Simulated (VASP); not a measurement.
Set up this calculation in VASP 6.6.1, as the native input.

```yaml
Task: single point
Functional: PBE
Potentials_or_basis: VASP PAW PBE potentials, release 64 (Mo_sv)
Cutoff: 520 eV
k_mesh: 8 × 8 × 8
Occupations: gaussian, width 0.1 eV
Spin: no spin polarisation
Dipole_correction: no
Further_INCAR_settings: ALGO = Fast; EDIFF = 1e-06; NBANDS = 13
```

The structure of Mo lies in POSCAR:

```
Mo
1.0
   -1.5838089719      1.5838089719      1.5838089719
    1.5838089719     -1.5838089719      1.5838089719
    1.5838089719      1.5838089719     -1.5838089719
Mo
1
Direct
    0.0000000000      0.0000000000      0.0000000000
```

One way to write it, as run:

INCAR

```
SYSTEM = Mo
PREC = Accurate
ENCUT = 520
EDIFF = 1E-6
ISMEAR = 0
SIGMA = 0.1
LREAL = .False.
LASPH = .True.
NELM = 80
ALGO = Fast
ISIF = 2
LWAVE = .False.
LCHARG = .False.
GGA = PE
NBANDS = 13
```

KPOINTS

```
regular mesh
0
Gamma
  8 8 8
  0 0 0
```

Potentials or basis: VASP PAW PBE potentials, release 64 (Mo_sv).

The run is started by

```sh
$ cat potpaw_PBE.64/Mo_sv/POTCAR > POTCAR
$ mpirun -np 1 vasp_std > vasp.out
```

Results of the run:

```yaml
Pressure: -0.5 GPa
Band_gap_on_the_k_mesh: zero (band 7 reaches 16.21 eV, above the bottom of band 8 at 10.99 eV)
```

Run time: 8.2 s on 1 thread of Intel Xeon 6975P-C, on a shared host, peak memory 0.12 GiB.
